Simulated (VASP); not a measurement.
# Zr (P6_3/mmc) in VASP: notebook

Zr is run at these levels: LDA; tasks: single point.

Program: VASP 6.6.1. These are calculated values, not measurements. Logs are shortened: lines on timing, memory, paths and dates and some standing lists are left out, and cuts for length are marked.

### 1 The cell of the first run

It takes space group P6_3/mmc (No. 194, hexagonal). Conventional cell: a = 3.166 Å, b = 3.166 Å, c = 5.042 Å, α = 90.00°, β = 90.00°, γ = 120.00°. Zr (site symmetry -6m2) has 12 Zr at 3.11 to 3.17 Å within 4.1 Å.

### 2 Single point, LDA (21.88 Å³/atom)

The input, INCAR:

```
ALGO = Normal ; EDIFF = 1E-6
ENCUT = 520 ; GGA = CA
ISIF = 2 ; ISMEAR = -1
LASPH = True ; LCHARG = False
LREAL = False ; LWAVE = False
NBANDS = 19 ; NELM = 80
PREC = Accurate ; SIGMA = 0.03
```

The input, KPOINTS:

```
k-points
0
Gamma
  13 13 7
```

The input, POSCAR:

```
Zr
1.0
    3.1660205622      0.0000000000      0.0000000000
   -1.5830102810      2.7418542357      0.0000000000
    0.0000000000      0.0000000000      5.0419297016
Zr
2
Direct
    0.3333333333      0.6666666667      0.2500000000
    0.6666666667      0.3333333333      0.7500000000
```

Potentials or basis: VASP PAW LDA potentials, release 64 (Zr_sv).

The run is started by

```bash
cat potpaw_LDA.64/Zr_sv/POTCAR > POTCAR
mpirun -np 1 vasp_std > vasp.out
```

OUTCAR:

```text
EDIFF = 1E-6
   ENCUT = 520
   GGA = CA
   ISIF = 2
   ISMEAR = -1
   LASPH = True
   LREAL = False
   NELM = 80
   PREC = Accurate

 ion  position               nearest neighbor table
   1  0.333  0.667  0.250-   2 3.11   2 3.11   2 3.11   2 3.11   2 3.11   2 3.11
   2  0.667  0.333  0.750-   1 3.11   1 3.11   1 3.11   1 3.11   1 3.11   1 3.11

  LATTYP: Found a hexagonal cell.
 ALAT       =     3.1660205622
 C/A-ratio  =     1.5925132521

  Lattice vectors:

 A1 = (   3.1660205622,   0.0000000000,   0.0000000000)
 A2 = (  -1.5830102810,   2.7418542357,   0.0000000000)
 A3 = (   0.0000000000,   0.0000000000,   5.0419297016)

Analysis of symmetry for initial positions (statically):
=====================================================================
 Subroutine PRICEL returns:
 Original cell was already a primitive cell.

 Routine SETGRP: Setting up the symmetry group for a
 hexagonal supercell.

 Subroutine GETGRP returns: Found 24 space group operations
 (whereof 12 operations were pure point group operations)
 out of a pool of 24 trial point group operations.

The static configuration has the point symmetry D_3d.
 The point group associated with its full space group is D_6h.

Analysis of symmetry for dynamics (positions and initial velocities):
=====================================================================
 Subroutine PRICEL returns:
 Original cell was already a primitive cell.

 Routine SETGRP: Setting up the symmetry group for a
 hexagonal supercell.

 Subroutine GETGRP returns: Found 24 space group operations
 (whereof 12 operations were pure point group operations)
 out of a pool of 24 trial point group operations.

The dynamic configuration has the point symmetry D_3d.
 The point group associated with its full space group is D_6h.

 Subroutine INISYM returns: Found 24 space group operations
 (whereof 12 operations are pure point group operations),
 and found     1 'primitive' translations

----------------------------------------------------------------------------------------

                                     Primitive cell

  volume of cell :      43.7678

  direct lattice vectors                    reciprocal lattice vectors
     3.166020562  0.000000000  0.000000000     0.315853918  0.182358345  0.000000000
    -1.583010281  2.741854236  0.000000000     0.000000000  0.364716690  0.000000000
     0.000000000  0.000000000  5.041929702     0.000000000  0.000000000  0.198336760

  length of vectors
     3.166020562  3.166020562  5.041929702     0.364716690  0.364716690  0.198336760

  position of ions in fractional coordinates (direct lattice)
     0.333333333  0.666666667  0.250000000
     0.666666667  0.333333333  0.750000000

  ion indices of the primitive-cell ions
   primitive index   ion index
                 1           1
                 2           2

----------------------------------------------------------------------------------------

 KPOINTS: k-points

Automatic generation of k-mesh.
 Grid dimensions read from file:
 generate k-points for:   13   13    7

 Generating k-lattice:

  Cartesian coordinates                     Fractional coordinates (reciprocal lattice)
     0.024296455  0.014027565  0.000000000     0.076923077 -0.000000000  0.000000000
     0.000000000  0.028055130  0.000000000     0.000000000  0.076923077  0.000000000
     0.000000000  0.000000000  0.028333823     0.000000000  0.000000000  0.142857143

  Length of vectors
     0.028055130  0.028055130  0.028333823

  Shift w.r.t. Gamma in fractional coordinates (k-lattice)
     0.000000000  0.000000000  0.000000000

 Subroutine IBZKPT returns following result:
 ===========================================

 Found     84 irreducible k-points:

 Following reciprocal coordinates:
            Coordinates               Weight
  0.000000  0.000000  0.000000      1.000000
  0.076923  0.000000  0.000000      6.000000
  0.153846  0.000000  0.000000      6.000000
  0.230769  0.000000  0.000000      6.000000
  0.307692  0.000000  0.000000      6.000000
  0.384615 -0.000000  0.000000      6.000000
[... 16 lines left out ...]
  0.076923  0.000000  0.142857     12.000000
  0.153846  0.000000  0.142857     12.000000
 [... further k-points ...]
   k-points           NKPTS =     84   k-points in BZ     NKDIM =     84   number of bands    NBANDS=     19
   number of dos      NEDOS =    301   number of ions     NIONS =      2
   total plane-waves  NPLWV =  23040
   dimension x,y,z NGX =    24 NGY =   24 NGZ =   40
   dimension x,y,z NGXF=    48 NGYF=   48 NGZF=   80
   ions per type =               2
   NGX,Y,Z   is equivalent  to a cutoff of  12.60, 12.60, 13.19 a.u.
   NGXF,Y,Z  is equivalent  to a cutoff of  25.20, 25.20, 26.38 a.u.
 SYSTEM =  unknown system
   PREC   = accura    normal or accurate (medium, high low for compatibility)
   ISTART =      0    job   : 0-new  1-cont  2-samecut
   ICHARG =      2    charge: 1-file 2-atom 10-const
   ISPIN  =      1    spin polarized calculation?
   LNONCOLLINEAR =      F non collinear calculations
   LSORBIT =      F    spin-orbit coupling
   LASPH  =      T    aspherical Exc in radial PAW
   ENCUT  =  520.0 eV  38.22 Ry    6.18 a.u.   5.89  5.89  9.37*2*pi/ulx,y,z
   NELM   =     80;   NELMIN=  2; NELMDL= -5     # of ELM steps
   EDIFF  = 0.1E-05   stopping-criterion for ELM
   LREAL  =      F    real-space projection
   EDIFFG = 0.1E-04   stopping-criterion for IOM
   NSW    =      0    number of steps for IOM
   IBRION =     -1    ionic relax: 0-MD 1-quasi-New 2-CG
   NFREE  =      0    steps in history (QN), initial steepest desc. (CG)
   ISIF   =      2    stress and relaxation
   ISYM   =      2    0-nonsym 1-usesym 2-fastsym
   POTIM  = 0.5000    time-step for ionic-motion
   TEBEG  =    0.0;   TEEND  =   0.0 temperature during run
   PSTRESS=    0.0 pullay stress
   NELECT =      24.0000    total number of electrons
   NUPDOWN=      -1.0000    fix difference up-down
   EMIN   =  10.00;   EMAX   =-10.00  energy-range for DOS
   EFERMI =   0.00;   METHOD = LEGACY
   ISMEAR =    -1;   SIGMA  =   0.03  broadening in eV -4-tet -1-fermi 0-gaus
   EFERMI_NEDOS =   21; number of points for ismear=-14 and -15
   IALGO  =     38    algorithm
   IMIX   =      4    mixing-type and parameters
     AMIX     =   0.40;   BMIX     =  1.00
     AMIX_MAG =   1.60;   BMIX_MAG =  1.00
  volume/ion in A,a.u.               =      21.88       147.68
  Fermi-wavevector in a.u.,A,eV,Ry     =   1.339966  2.532168 24.429363  1.795508
  Thomas-Fermi vector in A             =   2.468316
   LORBIT       =      0    0 simple, 1 ext, 2 COOP (PROOUT), +10 PAW based schemes
   GGA     = CA    functional components
   LHFCALC =     F    Hartree Fock is set to
   AEXX    =    0.0000 exact exchange contribution
   IVDW    =     0    specifies the selected vdW correction
   LEPSILON=     F    determine dielectric tensor
   LRPA    =     F    only Hartree local field effects (RPA)
 non-spin polarized calculation
  energy-cutoff  :      520.00
  volume of cell :       43.77
 maximum number of plane-waves:      1194
 NGX is ok and might be reduce to    24
   NGX = 11   NGY = 11   NGZ = 19

 number of electron      23.9999999 magnetization

 Free energy of the ion-electron system (eV)
  ---------------------------------------------------
  ext. energy  EPLUGINS =         0.00000000
  ---------------------------------------------------
  free energy    TOTEN  =       -18.58354529 eV

  energy without entropy =      -18.57658785  energy(sigma->0) =      -18.58006657

 E-fermi :   9.5145     XC(G=0): -11.5790

 val. band max:        9.5074747889   @ k =   0.2308   0.1538   0.4286
 cond. band min:       9.5500365197   @ k =   0.0769   0.0000   0.2857
 fundamental gap:      0.0425617308
 Fermi energy:         9.5145006511

 k-point     1 :       0.0000    0.0000    0.0000
  band No.  band energies     occupation
      1     -38.9509      2.00000
      2     -38.7462      2.00000
      3     -17.7482      2.00000
      4     -16.6760      2.00000
      5     -16.6760      2.00000
      6     -16.5026      2.00000
[... 11 lines left out ...]
     18      11.7035      0.00000
     19      14.2043      0.00000

 k-point     2 :       0.0769    0.0000    0.0000
  band No.  band energies     occupation
      1     -38.9420      2.00000
      2     -38.7425      2.00000
      3     -17.7259      2.00000
      4     -16.7263      2.00000
      5     -16.6925      2.00000
      6     -16.5547      2.00000
[... 11 lines left out ...]
     18      11.5455      0.00000
     19      14.3259      0.00000

 k-point     3 :       0.1538    0.0000    0.0000
  band No.  band energies     occupation
      1     -38.9169      2.00000
      2     -38.7326      2.00000
      3     -17.6616      2.00000
      4     -16.8652      2.00000
      5     -16.7366      2.00000
      6     -16.6953      2.00000
[... 11 lines left out ...]
     18      11.7039      0.00000
     19      14.5871      0.00000

 k-point     4 :       0.2308    0.0000    0.0000
  band No.  band energies     occupation
      1     -38.8800      2.00000
      2     -38.7198      2.00000
      3     -17.5627      2.00000
      4     -17.0602      2.00000
      5     -16.8848      2.00000
      6     -16.7958      2.00000
[... 11 lines left out ...]
     18      12.4240      0.00000
     19      14.8416      0.00000

 k-point     5 :       0.3077    0.0000    0.0000
  band No.  band energies     occupation
      1     -38.8381      2.00000
      2     -38.7087      2.00000
      3     -17.4417      2.00000
      4     -17.2654      2.00000
      5     -17.0765      2.00000
      6     -16.8559      2.00000
[... 11 lines left out ...]
     18      13.3287      0.00000
     19      15.0249      0.00000

 k-point     6 :       0.3846   -0.0000    0.0000
  band No.  band energies     occupation
      1     -38.7994      2.00000
      2     -38.7031      2.00000
      3     -17.4335      2.00000
      4     -17.3180      2.00000
      5     -17.2292      2.00000
      6     -16.9042      2.00000
[... 11 lines left out ...]
     18      14.2812      0.00000
     19      15.1317      0.00000

 k-point     7 :       0.4615    0.0000    0.0000
  band No.  band energies     occupation
      1     -38.7742      2.00000
      2     -38.7033      2.00000
      3     -17.5274      2.00000
      4     -17.3134      2.00000
      5     -17.2272      2.00000
      6     -16.9309      2.00000
[... 11 lines left out ...]
     18      15.1784      0.00000
     19      15.4905      0.00000

 k-point     8 :       0.0769    0.0769    0.0000
  band No.  band energies     occupation
      1     -38.9250      2.00000
      2     -38.7357      2.00000
      3     -17.6826      2.00000
      4     -16.8115      2.00000
      5     -16.7434      2.00000
      6     -16.6331      2.00000
[... 256 lines left out ...]
 k-point    20 :       0.3846    0.2308    0.0000
  band No.  band energies     occupation
      1     -38.7432      2.00000
      2     -38.7098      2.00000
      3     -17.4264      2.00000
      4     -17.2202      2.00000
      5     -17.1296      2.00000
      6     -17.1024      2.00000
[... 11 lines left out ...]
     18      14.6232      0.00000
     19      16.3646      0.00000

 k-point    21 :       0.3077    0.3077    0.0000
  band No.  band energies     occupation
      1     -38.7341      2.00000
      2     -38.7143      2.00000
      3     -17.3835      2.00000
      4     -17.2149      2.00000
      5     -17.1498      2.00000
      6     -17.0591      2.00000
[... 11 lines left out ...]
     18      14.5429      0.00000
     19      16.3708      0.00000

 k-point    22 :       0.0000    0.0000    0.1429
  band No.  band energies     occupation
      1     -38.9410      2.00000
      2     -38.7566      2.00000
      3     -17.6908      2.00000
      4     -16.6675      2.00000
      5     -16.6675      2.00000
      6     -16.5690      2.00000
[... 11 lines left out ...]
     18      11.9844      0.00000
     19      14.2633      0.00000

 k-point    23 :       0.0769    0.0000    0.1429
  band No.  band energies     occupation
      1     -38.9324      2.00000
      2     -38.7526      2.00000
      3     -17.6713      2.00000
      4     -16.7164      2.00000
      5     -16.6835      2.00000
      6     -16.6113      2.00000
[... 11 lines left out ...]
     18      11.8921      0.00000
     19      14.3617      0.00000

 k-point    24 :       0.1538    0.0000    0.1429
  band No.  band energies     occupation
      1     -38.9080      2.00000
      2     -38.7419      2.00000
      3     -17.6162      2.00000
      4     -16.8513      2.00000
      5     -16.7433      2.00000
      6     -16.7264      2.00000
[... 11 lines left out ...]
     18      11.8931      0.00000
     19      14.5682      0.00000

 [... further k-points ...]
[... 5 lines left out ...]
  --------------------------------------------------------------------------------------
  -------------------------------------------------------------------------------------
  Total       -0.1876148     -0.1876148      0.1421597     -0.0000000     -0.0000000     -0.0000000
  in kB       -6.8678814     -6.8678814      5.2039379     -0.0000000     -0.0000000     -0.0000000
  external PRESSURE =      -2.8439416 kB  Pullay stress =       0.0000000 kB

 VOLUME and BASIS-vectors are now :
 -----------------------------------------------------------------------------
  energy-cutoff  :      520.00
  volume of cell :       43.77
      direct lattice vectors                 reciprocal lattice vectors
     3.166020562  0.000000000  0.000000000     0.315853918  0.182358345  0.000000000
    -1.583010281  2.741854236  0.000000000     0.000000000  0.364716690  0.000000000
     0.000000000  0.000000000  5.041929702     0.000000000  0.000000000  0.198336760

 POSITION                                       TOTAL-FORCE (eV/Angst)
 -----------------------------------------------------------------------------------
     -0.00000      1.82790      1.26048         0.000000     -0.000000      0.000000
      1.58301      0.91395      3.78145        -0.000000      0.000000      0.000000
 -----------------------------------------------------------------------------------
    total drift:                               -0.000000      0.000000     -0.000000

  FREE ENERGIE OF THE ION-ELECTRON SYSTEM (eV)
  ---------------------------------------------------
  free  energy   TOTEN  =       -18.5835452920 eV

  energy  without entropy=      -18.5765878545  energy(sigma->0) =      -18.58006657
```

Run time: 21 s. Hardware: 1 thread of Intel Xeon 6975P-C (Granite Rapids), shared host; peak memory 0.17 GiB.

What came out:

| Quantity | Value |
| --- | --- |
| Free energy | -18.5835 eV |
| Pressure | -0.3 GPa |
| Band gap on the k mesh | zero (bands 12 and 13 overlap by 1.17 eV) |

Levels at points of the mesh, in eV from the Fermi level:
```tsv
k point	band 9	band 10	band 11	band 12	band 13	band 14	band 15	band 16
(0.00, 0.00, 0.00)	-5.74	-3.22	0.82	0.82	0.99	1.50	1.57	1.57
```

### 3 Single point, LDA (22.35 Å³/atom)

This run uses another cell than the first one, of 22.35 Å³/atom.

The input, INCAR:

```
SYSTEM = Zr
ALGO = Normal
EDIFF = 1E-6
ENCUT = 520
GGA = CA
ISIF = 2
ISMEAR = -1
LASPH = .True.
LCHARG = .False.
LREAL = .False.
LWAVE = .False.
NBANDS = 19
NELM = 100
PREC = Accurate
SIGMA = 0.03
```

The input, KPOINTS:

```
k-points
0
Gamma
  13 13 7
  0 0 0
```

The input, POSCAR:

```
Zr
1.0
    3.1883172162      0.0000000000      0.0000000000
   -1.5941586081      2.7611637045      0.0000000000
    0.0000000000      0.0000000000      5.0774374186
Zr
2
Direct
    0.3333333333      0.6666666667      0.2500000000
    0.6666666667      0.3333333333      0.7500000000
```

Potentials or basis: VASP PAW LDA potentials, release 64 (Zr_sv).

The run is started by

```bash
cat potpaw_LDA.64/Zr_sv/POTCAR > POTCAR
mpirun -np 1 vasp_std > vasp.out
```

Wall time 21 s (1 thread of Intel Xeon 6975P-C (Granite Rapids), shared host); peak memory 0.18 GiB.

It converged, with:

```yaml
Free_energy: -18.5761 eV
Pressure: -2.4 GPa
Band_gap_on_the_k_mesh: zero (bands 12 and 13 overlap by 1.18 eV)
```

Stress tensor (GPa, compression positive):
```
-2.72  0.00  0.00
 0.00 -2.72  0.00
 0.00  0.00 -1.68
```

Levels at points of the mesh, in eV from the Fermi level:
```
           k point  band 9  band 10  band 11  band 12  band 13  band 14  band 15  band 16
(0.00, 0.00, 0.00)   -5.72    -3.16     0.82     0.82     0.98     1.40     1.55     1.55
```

### 4 Single point, LDA (22.82 Å³/atom)

This run uses another cell than the first one, of 22.82 Å³/atom.

The input, INCAR:

```
SYSTEM = Zr
PREC = Accurate ; ENCUT = 520
EDIFF = 1E-6 ; ISMEAR = -1
SIGMA = 0.03 ; LREAL = .FALSE.
LASPH = .TRUE. ; NELM = 60
ALGO = Normal ; ISIF = 2
LWAVE = .FALSE. ; LCHARG = .FALSE.
GGA = CA ; NBANDS = 19
```

The input, KPOINTS:

```
regular mesh
0
G
  13 13 7
  0 0 0
```

The input, POSCAR:

```
Zr
1.0
    3.2103063057      0.0000000000      0.0000000000
   -1.6051531528      2.7802068146      0.0000000000
    0.0000000000      0.0000000000      5.1124553350
Zr
2
Direct
    0.3333333333      0.6666666667      0.2500000000
    0.6666666667      0.3333333333      0.7500000000
```

The run is started by

```bash
cat potpaw_LDA.64/Zr_sv/POTCAR > POTCAR
mpirun -np 1 vasp_std > vasp.out
```

It took 21 s on 1 thread of Intel Xeon 6975P-C (Granite Rapids), shared host; peak memory 0.18 GiB.

The run converged. Its results:

```yaml
Free_energy: -18.5571 eV
Pressure: -4.3 GPa
Band_gap_on_the_k_mesh: zero (bands 12 and 13 overlap by 1.16 eV)
```

Stress tensor (GPa, compression positive):
```
-4.59  0.00  0.00
 0.00 -4.59  0.00
 0.00  0.00 -3.67
```

Levels at points of the mesh, in eV from the Fermi level:
| k point | band 9 | band 10 | band 11 | band 12 | band 13 | band 14 | band 15 | band 16 |
| --- | --- | --- | --- | --- | --- | --- | --- | --- |
| (0.00, 0.00, 0.00) | -5.68 | -3.11 | 0.81 | 0.81 | 0.97 | 1.32 | 1.52 | 1.52 |

Caveat: the cell stands under tension.

### 5 The runs side by side

```csv
cell,gap on the mesh (eV),pressure (GPa)
"a = 3.166, b = 3.166, c = 5.042 Å, angles 90.0, 90.0, 120.0°, 2 atoms",none,-0.3
"a = 3.188, b = 3.188, c = 5.077 Å, angles 90.0, 90.0, 120.0°, 2 atoms",none,-2.4
"a = 3.210, b = 3.210, c = 5.112 Å, angles 90.0, 90.0, 120.0°, 2 atoms",none,-4.3
```

Alike in all rows: task single point; level LDA; potentials or basis VASP PAW LDA potentials, release 64 (Zr_sv); no spin polarisation; k mesh 13 × 13 × 7; cutoff (eV) 520; smearing fermi-dirac 0.03 eV.

Caveats: the cell stands under tension (at least some runs).

Absolute energies hang on the potentials; compare differences alone.
